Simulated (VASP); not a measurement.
Set up this calculation in VASP 6.6.1, as the native input.

| Property | Result |
| --- | --- |
| Task | single point |
| Functional | PBEsol |
| Potentials or basis | VASP PAW PBE potentials, release 64 (Li_sv) |
| Cutoff | 520 eV |
| k mesh | 12 × 12 × 12 |
| Occupations | fermi-dirac, width 0.05 eV |
| Spin | no spin polarisation |
| Dipole correction | no |
| Further INCAR settings | ALGO = Normal; EDIFF = 1e-06; NBANDS = 12 |

The structure of Li lies in POSCAR:

```
Li
1.0
    1.5504989657      0.8951809952      7.7400660000
   -1.5504989657      0.8951809952      7.7400660000
    0.0000000000     -1.7903619905      7.7400660000
Li
3
Direct
    0.0000000000      0.0000000000      0.0000000000
    0.2220000000      0.2220000000      0.2220000000
    0.7780000000      0.7780000000      0.7780000000
```

This cell differs from its parent crystal: zz strain of +2 %.

The input as run:

INCAR

```
ALGO = Normal
EDIFF = 1E-6
ENCUT = 520
GGA = PS
ISIF = 2
ISMEAR = -1
LASPH = True
LCHARG = False
LREAL = False
LWAVE = False
NBANDS = 12
NELM = 100
PREC = Accurate
SIGMA = 0.05
```

KPOINTS

```
k-points
0
Gamma
  12 12 12
```

Potentials or basis: VASP PAW PBE potentials, release 64 (Li_sv).

The run is started by

```console
$ cat potpaw_PBE.64/Li_sv/POTCAR > POTCAR
$ mpirun -np 1 vasp_std > vasp.out
```

It gave:

| Property | Result |
| --- | --- |
| Largest force | 0.008 eV/Å |
| Band gap on the k mesh | zero (an odd number of electrons rules out a gap without spin polarisation) |

Caveat: the cell differs from its parent crystal (zz strain of +2 %); the PAW data sets were made with another functional, which shifts forces and pressure a little.

Wall time 6.7 min on 1 thread of AMD EPYC 9R45 96-Core Processor (Zen 5) (shared host), peak memory 0.47 GiB.
